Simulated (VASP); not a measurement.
Write the native input for VASP 6.6.1 that does the following.

```
Task                   : single point
Functional             : PBE
Dispersion             : D3(BJ)
Potentials or basis    : VASP PAW PBE potentials, release 64 (Na_pv, La, Mn_pv, Mo_sv, O)
Cutoff                 : 520 eV
k mesh                 : 5 × 5 × 5
Occupations            : fermi-dirac, width 0.05 eV
Spin                   : collinear spin, ferromagnetic start
Starting moments       : [0.0, 0.0, 4.0, 1.0, 0.0, 0.0, 0.0, 0.0, 0.0, 0.0] μB
Dipole correction      : no
Further INCAR settings : ALGO = Normal; EDIFF = 1e-07; NBANDS = 56
```

The structure of NaLaMnMoO6 lies in POSCAR:

```
NaLaMnMoO6
1.0
    0.0000000000      3.8448789921      3.8448789921
    3.8448789921      0.0000000000      3.8448789921
    3.8448789921      3.8448789921      0.0000000000
Na La Mn Mo O
1 1 1 1 6
Direct
    0.2500000000      0.2500000000      0.2500000000
    0.7500000000      0.7500000000      0.7500000000
    0.5000000000      0.5000000000      0.5000000000
    0.0000000000      0.0000000000      0.0000000000
    0.7464877973      0.2535122027      0.2535122027
    0.2535122027      0.2535122027      0.7464877973
    0.2535122027      0.7464877973      0.2535122027
    0.7464877973      0.2535122027      0.7464877973
    0.7464877973      0.7464877973      0.2535122027
    0.2535122027      0.7464877973      0.7464877973
```

These files were run (other wordings do the same):

INCAR

```
ALGO = Normal
EDIFF = 1E-7
ENCUT = 520
GGA = PE
ISIF = 2
ISMEAR = -1
ISPIN = 2
IVDW = 12
LASPH = True
LCHARG = False
LMAXMIX = 6
LORBIT = 11
LREAL = False
LWAVE = False
MAGMOM = 0 0 4 1 0 0 0 0 0 0
NBANDS = 56
NELM = 150
PREC = Accurate
SIGMA = 0.05
```

KPOINTS

```
k-points
0
Gamma
  5 5 5
```

Potentials or basis: VASP PAW PBE potentials, release 64 (Na_pv, La, Mn_pv, Mo_sv, O).

The run is started by

```console
$ cat potpaw_PBE.64/Na_pv/POTCAR potpaw_PBE.64/La/POTCAR potpaw_PBE.64/Mn_pv/POTCAR potpaw_PBE.64/Mo_sv/POTCAR potpaw_PBE.64/O/POTCAR > POTCAR
$ mpirun -np 1 vasp_std > vasp.out
```

Results of the run:

- Pressure: -0.3 GPa
- Largest force: 0.049 eV/Å
- Net moment: -1.19 μB per cell
- Site moments: Na -0.00; La +0.04; Mn -1.95; Mo +0.74; O -0.01 μB
- Valence electrons inside the program's atomic spheres: Na 6.01; La 8.41; Mn 11.82; Mo 12.43; O 5.05
- Dispersion energy per atom: -0.235 eV

Caveat: three body term missing; a cell with one magnetic atom can't hold antiferromagnetic order, which such compounds often take.

Run time: 4.1 min on 1 thread of AMD EPYC 7R13 Processor (Zen 3), on a shared host, peak memory 0.35 GiB.
